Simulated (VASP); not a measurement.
# Nb (I4/mmm) in VASP: a series of runs

Runs on Nb. Level: PBEsol. Tasks: single point.

All numbers are computed with VASP 6.6.1; they aren't measurements. Logs are shortened: lines on timing, memory, paths and dates and some standing lists are left out, and cuts for length are marked.

**1. The cell of the first run**

Symmetry: I4/mmm, No. 139, tetragonal system. The conventional cell has a = 3.428 Å, b = 3.428 Å, c = 3.278 Å, α = 90.00°, β = 90.00°, γ = 90.00°. Nb (site symmetry 4/mmm) has 14 Nb at 2.93 to 3.43 Å within 3.9 Å.

**2. Single point, PBEsol (strain +0.030 along x and y, -0.015 along z)**

Contents of INCAR:

```
SYSTEM = Nb
ALGO = Fast
EDIFF = 1E-7
ENCUT = 520
GGA = PS
ISIF = 2
ISMEAR = 0
LASPH = .TRUE.
LCHARG = .FALSE.
LREAL = .FALSE.
LWAVE = .FALSE.
NBANDS = 12
NELM = 60
PREC = Accurate
SIGMA = 0.15
```

Contents of KPOINTS:

```
k-points
0
G
  20 20 20
  0 0 0
```

Contents of POSCAR:

```
Nb
1.0
   -1.7138685000      1.7138685000      1.6389907500
    1.7138685000     -1.7138685000      1.6389907500
    1.7138685000      1.7138685000     -1.6389907500
Nb
1
Direct
    0.0000000000      0.0000000000      0.0000000000
```

Potentials or basis: VASP PAW PBE potentials, release 64 (Nb_sv).

Launch:

```sh
cat potpaw_PBE.64/Nb_sv/POTCAR > POTCAR
mpirun -np 1 vasp_std > vasp.out
```

OUTCAR:

```text
SYSTEM = Nb
   EDIFF = 1E-7
   ENCUT = 520
   GGA = PS
   ISIF = 2
   ISMEAR = 0
   LASPH = .TRUE.
   LREAL = .FALSE.
   NELM = 60
   PREC = Accurate

 ion  position               nearest neighbor table
   1  0.000  0.000  0.000-

  LATTYP: Found a body centered tetragonal cell.
 ALAT       =     3.4277370000
 C/A-ratio  =     0.9563106796

  Lattice vectors:

 A1 = (  -1.7138685000,   1.7138685000,   1.6389907500)
 A2 = (   1.7138685000,  -1.7138685000,   1.6389907500)
 A3 = (   1.7138685000,   1.7138685000,  -1.6389907500)

Analysis of symmetry for initial positions (statically):
=====================================================================
 Subroutine PRICEL returns:
 Original cell was already a primitive cell.

 Routine SETGRP: Setting up the symmetry group for a
 body centered tetragonal supercell.

 Subroutine GETGRP returns: Found 16 space group operations
 (whereof 16 operations were pure point group operations)
 out of a pool of 16 trial point group operations.

The static configuration has the point symmetry D_4h.

Analysis of symmetry for dynamics (positions and initial velocities):
=====================================================================
 Subroutine PRICEL returns:
 Original cell was already a primitive cell.

 Routine SETGRP: Setting up the symmetry group for a
 body centered tetragonal supercell.

 Subroutine GETGRP returns: Found 16 space group operations
 (whereof 16 operations were pure point group operations)
 out of a pool of 16 trial point group operations.

The dynamic configuration has the point symmetry D_4h.

 Subroutine INISYM returns: Found 16 space group operations
 (whereof 16 operations are pure point group operations),
 and found     1 'primitive' translations

----------------------------------------------------------------------------------------

                                     Primitive cell

  volume of cell :      19.2571

  direct lattice vectors                    reciprocal lattice vectors
    -1.713868500  1.713868500  1.638990750     0.000000000  0.291737668  0.305065785
     1.713868500 -1.713868500  1.638990750     0.291737668  0.000000000  0.305065785
     1.713868500  1.713868500 -1.638990750     0.291737668  0.291737668  0.000000000

  length of vectors
     2.925915438  2.925915438  2.925915438     0.422108991  0.422108991  0.412579367

  position of ions in fractional coordinates (direct lattice)
     0.000000000  0.000000000  0.000000000

  ion indices of the primitive-cell ions
   primitive index   ion index
                 1           1

----------------------------------------------------------------------------------------

 KPOINTS: k-points

Automatic generation of k-mesh.
 Grid dimensions read from file:
 generate k-points for:   20   20   20

 Generating k-lattice:

  Cartesian coordinates                     Fractional coordinates (reciprocal lattice)
     0.000000000  0.014586883  0.015253289     0.050000000  0.000000000  0.000000000
     0.014586883  0.000000000  0.015253289     0.000000000  0.050000000  0.000000000
     0.014586883  0.014586883  0.000000000     0.000000000  0.000000000  0.050000000

  Length of vectors
     0.021105450  0.021105450  0.020628968

  Shift w.r.t. Gamma in fractional coordinates (k-lattice)
     0.000000000  0.000000000  0.000000000

 Subroutine IBZKPT returns following result:
 ===========================================

 Found    641 irreducible k-points:

 Following reciprocal coordinates:
            Coordinates               Weight
  0.000000  0.000000  0.000000      1.000000
  0.050000 -0.000000  0.000000      8.000000
  0.100000  0.000000  0.000000      8.000000
  0.150000  0.000000  0.000000      8.000000
  0.200000  0.000000  0.000000      8.000000
  0.250000 -0.000000  0.000000      8.000000
[... 16 lines left out ...]
 -0.400000  0.050000  0.000000     16.000000
 -0.350000  0.050000 -0.000000     16.000000
 [... further k-points ...]
   k-points           NKPTS =    641   k-points in BZ     NKDIM =    641   number of bands    NBANDS=     12
   number of dos      NEDOS =    301   number of ions     NIONS =      1
   total plane-waves  NPLWV =  13824
   dimension x,y,z NGX =    24 NGY =   24 NGZ =   24
   dimension x,y,z NGXF=    48 NGYF=   48 NGZF=   48
   ions per type =               1
   NGX,Y,Z   is equivalent  to a cutoff of  13.64, 13.64, 13.64 a.u.
   NGXF,Y,Z  is equivalent  to a cutoff of  27.27, 27.27, 27.27 a.u.
 SYSTEM =  Nb
   PREC   = accura    normal or accurate (medium, high low for compatibility)
   ISTART =      0    job   : 0-new  1-cont  2-samecut
   ICHARG =      2    charge: 1-file 2-atom 10-const
   ISPIN  =      1    spin polarized calculation?
   LNONCOLLINEAR =      F non collinear calculations
   LSORBIT =      F    spin-orbit coupling
   LASPH  =      T    aspherical Exc in radial PAW
   ENCUT  =  520.0 eV  38.22 Ry    6.18 a.u.   5.44  5.44  5.44*2*pi/ulx,y,z
   NELM   =     60;   NELMIN=  2; NELMDL= -5     # of ELM steps
   EDIFF  = 0.1E-06   stopping-criterion for ELM
   LREAL  =      F    real-space projection
   EDIFFG = 0.1E-05   stopping-criterion for IOM
   NSW    =      0    number of steps for IOM
   IBRION =     -1    ionic relax: 0-MD 1-quasi-New 2-CG
   NFREE  =      0    steps in history (QN), initial steepest desc. (CG)
   ISIF   =      2    stress and relaxation
   ISYM   =      2    0-nonsym 1-usesym 2-fastsym
   POTIM  = 0.5000    time-step for ionic-motion
   TEBEG  =    0.0;   TEEND  =   0.0 temperature during run
   PSTRESS=    0.0 pullay stress
   NELECT =      13.0000    total number of electrons
   NUPDOWN=      -1.0000    fix difference up-down
   EMIN   =  10.00;   EMAX   =-10.00  energy-range for DOS
   EFERMI =   0.00;   METHOD = LEGACY
   ISMEAR =     0;   SIGMA  =   0.15  broadening in eV -4-tet -1-fermi 0-gaus
   EFERMI_NEDOS =   21; number of points for ismear=-14 and -15
   IALGO  =     68    algorithm
   IMIX   =      4    mixing-type and parameters
     AMIX     =   0.40;   BMIX     =  1.00
     AMIX_MAG =   1.60;   BMIX_MAG =  1.00
  volume/ion in A,a.u.               =      19.26       129.95
  Fermi-wavevector in a.u.,A,eV,Ry     =   1.436125  2.713882 28.061388  2.062454
  Thomas-Fermi vector in A             =   2.555347
   LORBIT       =      0    0 simple, 1 ext, 2 COOP (PROOUT), +10 PAW based schemes
   GGA     = PS    functional components
   LHFCALC =     F    Hartree Fock is set to
   AEXX    =    0.0000 exact exchange contribution
   IVDW    =     0    specifies the selected vdW correction
   LEPSILON=     F    determine dielectric tensor
   LRPA    =     F    only Hartree local field effects (RPA)
 non-spin polarized calculation
 RMM-DIIS sequential band-by-band and
 Gauss-broadening in eV      SIGMA  =   0.15
  energy-cutoff  :      520.00
  volume of cell :       19.26
 maximum number of plane-waves:       539
 NGX is ok and might be reduce to    24
   NGX = 11   NGY = 11   NGZ = 11

 number of electron      13.0000000 magnetization

 Free energy of the ion-electron system (eV)
  ---------------------------------------------------
  ext. energy  EPLUGINS =         0.00000000
  ---------------------------------------------------
  free energy    TOTEN  =       -10.86722308 eV

  energy without entropy =      -10.84837082  energy(sigma->0) =      -10.85779695

 E-fermi :  10.1473     XC(G=0): -12.2860

 val. band max:       10.1441286814   @ k =  -0.2000   0.1500   0.0000
 cond. band min:      10.1476772899   @ k =  -0.1500   0.2000   0.1000
 fundamental gap:      0.0035486085
 Fermi energy:        10.1473072746

 k-point     1 :       0.0000    0.0000    0.0000
  band No.  band energies     occupation
      1     -44.2248      2.00000
      2     -19.6698      2.00000
      3     -19.6698      2.00000
      4     -19.6687      2.00000
      5       4.3025      2.00000
      6      10.2238      0.47063
      7      10.6921      0.00000
      8      10.6921      0.00000
      9      12.8768      0.00000
     10      13.5070      0.00000
     11      23.9258      0.00000
     12      23.9258      0.00000

 k-point     2 :       0.0500   -0.0000    0.0000
  band No.  band energies     occupation
      1     -44.2202      2.00000
      2     -19.6982      2.00000
      3     -19.6790      2.00000
      4     -19.6699      2.00000
      5       4.4007      2.00000
      6      10.2335      0.41653
      7      10.6735      0.00000
      8      10.7119      0.00000
      9      12.8647      0.00000
     10      13.4352      0.00000
     11      24.0807      0.00000
     12      24.0982      0.00000

 k-point     3 :       0.1000    0.0000    0.0000
  band No.  band energies     occupation
      1     -44.2067      2.00000
      2     -19.7818      2.00000
      3     -19.7057      2.00000
      4     -19.6718      2.00000
      5       4.6859      2.00000
      6      10.1586      0.91544
      7      10.6016      0.00002
      8      10.8843      0.00000
      9      12.8255      0.00000
     10      13.2907      0.00000
     11      24.4301      0.00000
     12      24.6237      0.00000

 k-point     4 :       0.1500    0.0000    0.0000
  band No.  band energies     occupation
      1     -44.1858      2.00000
      2     -19.9102      2.00000
      3     -19.7469      2.00000
      4     -19.6747      2.00000
      5       5.1281      2.00000
      6       9.9442      1.94445
      7      10.4492      0.00443
      8      11.2870      0.00000
      9      12.7784      0.00000
     10      13.2032      0.00000
     11      24.7126      0.00000
     12      25.4054      0.00000

 k-point     5 :       0.2000    0.0000    0.0000
  band No.  band energies     occupation
      1     -44.1592      2.00000
      2     -20.0690      2.00000
      3     -19.7984      2.00000
      4     -19.6784      2.00000
      5       5.6687      2.00000
      6       9.6604      2.00000
      7      10.2423      0.37027
      8      11.8741      0.00000
      9      12.7948      0.00000
     10      13.2121      0.00000
     11      24.6558      0.00000
     12      25.8946      0.00000
[... 228 lines left out ...]
      1     -44.0330      2.00000
      2     -20.7604      2.00000
      3     -20.0392      2.00000
      4     -19.7064      2.00000
      5       6.7306      2.00000
      6       8.5408      2.00000
      7      11.9412      0.00000
      8      13.2561      0.00000
      9      14.1405      0.00000
     10      16.1042      0.00000
     11      21.2621      0.00000
     12      21.6932      0.00000

 k-point    22 :      -0.4500    0.0500   -0.0000
  band No.  band energies     occupation
      1     -44.0425      2.00000
      2     -20.7105      2.00000
      3     -20.0217      2.00000
      4     -19.7042      2.00000
      5       6.7756      2.00000
      6       8.6173      2.00000
      7      11.4915      0.00000
      8      13.2794      0.00000
      9      13.9670      0.00000
     10      15.6527      0.00000
     11      21.6419      0.00000
     12      22.2027      0.00000

 k-point    23 :      -0.4000    0.0500    0.0000
  band No.  band energies     occupation
      1     -44.0604      2.00000
      2     -20.6160      2.00000
      3     -19.9879      2.00000
      4     -19.7009      2.00000
      5       6.8196      2.00000
      6       8.7636      2.00000
      7      10.8477      0.00000
      8      13.2510      0.00000
      9      13.7225      0.00000
     10      14.9043      0.00000
     11      22.2187      0.00000
     12      23.1455      0.00000

 k-point    24 :      -0.3500    0.0500   -0.0000
  band No.  band energies     occupation
      1     -44.0848      2.00000
      2     -20.4849      2.00000
      3     -19.9408      2.00000
      4     -19.6969      2.00000
      5       6.7603      2.00000
      6       8.9716      2.00000
      7      10.2935      0.16812
      8      13.0941      0.00000
      9      13.5271      0.00000
     10      14.0414      0.00000
     11      22.9517      0.00000
     12      24.2598      0.00000

 [... further k-points ...]

------------------------ aborting loop because EDIFF is reached ----------------------------------------

  FORCE on cell =-STRESS in cart. coord.  units (eV):
  Direction    XX          YY          ZZ          XY          YZ          ZX
  --------------------------------------------------------------------------------------
  -------------------------------------------------------------------------------------
  Total       -1.8983897     -1.8983897     -1.4720977      0.0000000      0.0000000      0.0000000
  in kB     -157.9444820   -157.9444820   -122.4773370      0.0000000      0.0000000      0.0000000
  external PRESSURE =    -146.1221004 kB  Pullay stress =       0.0000000 kB

 VOLUME and BASIS-vectors are now :
 -----------------------------------------------------------------------------
  energy-cutoff  :      520.00
  volume of cell :       19.26
      direct lattice vectors                 reciprocal lattice vectors
    -1.713868500  1.713868500  1.638990750     0.000000000  0.291737668  0.305065785
     1.713868500 -1.713868500  1.638990750     0.291737668  0.000000000  0.305065785
     1.713868500  1.713868500 -1.638990750     0.291737668  0.291737668  0.000000000

 POSITION                                       TOTAL-FORCE (eV/Angst)
 -----------------------------------------------------------------------------------
      0.00000      0.00000      0.00000         0.000000     -0.000000      0.000000
 -----------------------------------------------------------------------------------
    total drift:                               -0.000000      0.000000      0.000000

  FREE ENERGIE OF THE ION-ELECTRON SYSTEM (eV)
  ---------------------------------------------------
  free  energy   TOTEN  =       -10.8672230829 eV

  energy  without entropy=      -10.8483708171  energy(sigma->0) =      -10.85779695
```

Run time: 1.8 min. Hardware: 1 thread of Intel Xeon 6975P-C (Granite Rapids), shared host; peak memory 0.26 GiB.

What came out:

```yaml
Free_energy: -10.8672 eV
Pressure: -14.6 GPa
```

Caveat: the cell differs from its parent crystal (strain +0.030 along x and y, -0.015 along z); the PAW data sets were made with another functional, which shifts forces and pressure a little.

**3. Single point, PBEsol (strain +0.030 along x and y, +0.000 along z)**

Contents of INCAR:

```
ALGO = Fast ; EDIFF = 1E-6
ENCUT = 520 ; GGA = PS
ISIF = 2 ; ISMEAR = 0
LASPH = T ; LCHARG = F
LREAL = F ; LWAVE = F
NBANDS = 12 ; NELM = 100
PREC = Accurate ; SIGMA = 0.15
```

Contents of KPOINTS:

```
k-points
0
Gamma
  20 20 20
```

Contents of POSCAR:

```
Nb
1.0
   -1.7138685000      1.7138685000      1.6639500000
    1.7138685000     -1.7138685000      1.6639500000
    1.7138685000      1.7138685000     -1.6639500000
Nb
1
Direct
    0.0000000000      0.0000000000      0.0000000000
```

Potentials or basis: VASP PAW PBE potentials, release 64 (Nb_sv).

Launch:

```sh
cat potpaw_PBE.64/Nb_sv/POTCAR > POTCAR
mpirun -np 1 vasp_std > vasp.out
```

Run time: 93 s. Hardware: 1 thread of Intel Xeon 6975P-C (Granite Rapids), shared host; peak memory 0.26 GiB.

The run converged. Its results:

```
Free energy : -10.8426 eV
Pressure    : -16.5 GPa
```

Stress tensor (GPa, compression positive):
```
-17.29   0.00   0.00
  0.00 -17.29   0.00
  0.00   0.00 -14.86
```

Levels at points of the mesh, in eV from the Fermi level:
| k point | band 2 | band 3 | band 4 | band 5 | band 6 | band 7 | band 8 | band 9 | band 10 | band 11 |
| --- | --- | --- | --- | --- | --- | --- | --- | --- | --- | --- |
| (0.00, 0.00, 0.00) | -29.87 | -29.87 | -29.87 | -5.81 | 0.18 | 0.48 | 0.48 | 2.81 | 3.21 | 13.81 |
| (0.50, 0.00, 0.00) | -30.92 | -30.21 | -29.88 | -3.43 | -1.55 | 1.98 | 3.07 | 3.75 | 5.77 | 10.89 |
| (0.50, 0.50, 0.00) | -30.93 | -30.19 | -29.86 | -3.41 | -1.23 | 1.78 | 2.74 | 3.50 | 5.72 | 10.66 |
| (0.50, 0.50, 0.50) | -30.62 | -30.62 | -30.56 | -3.33 | -3.26 | 5.05 | 5.05 | 5.15 | 8.14 | 8.14 |

Caveat: the cell differs from its parent crystal (strain +0.030 along x and y, +0.000 along z); the PAW data sets were made with another functional, which shifts forces and pressure a little.
